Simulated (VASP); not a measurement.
BaS, 2 atoms in the cell. Symmetry: I-4m2, No. 119, tetragonal system. Conventional cell: a = 5.217 Å, b = 5.217 Å, c = 6.245 Å, α = 90.00°, β = 90.00°, γ = 90.00°. Ba (site symmetry -4m2) has 4 S at 3.04 Å within 4.0 Å. S (site symmetry -4m2) has 4 Ba at 3.04 Å within 4.0 Å.  This cell differs from its parent crystal: epitaxial xy strain +4.8%.

| Item | Value |
| --- | --- |
| Program | VASP 6.6.1 |
| Task | single point |
| Functional | r2SCAN |
| Potentials or basis | VASP PAW PBE potentials, release 64 (Ba_sv, S) |
| Cutoff | 520 eV |
| k mesh | 6 × 6 × 6 |
| Occupations | gaussian, width 0.01 eV |
| Spin | no spin polarisation |
| Dipole correction | no |
| Further INCAR settings | ALGO = Normal; EDIFF = 1e-07; NBANDS = 15 |

Potentials or basis: VASP PAW PBE potentials, release 64 (Ba_sv, S).

The run is started by

```bash
$ cat potpaw_PBE.64/Ba_sv/POTCAR potpaw_PBE.64/S/POTCAR > POTCAR
$ cp INCAR.step1 INCAR
$ mpirun -np 1 vasp_std > vasp.out
$ cp INCAR.step2 INCAR
$ mpirun -np 1 vasp_std > vasp.out
```

Hardware: 1 thread of Intel(R) Xeon(R) Platinum 8375C CPU @ 2.90GHz (Ice Lake), on a shared host.

**Question.** Estimate the wall time of this run.

**Answer.** Wall time 2.1 min on 1 thread of Intel(R) Xeon(R) Platinum 8375C CPU @ 2.90GHz (Ice Lake) (shared host), peak memory 0.24 GiB. Counts: k points 30.
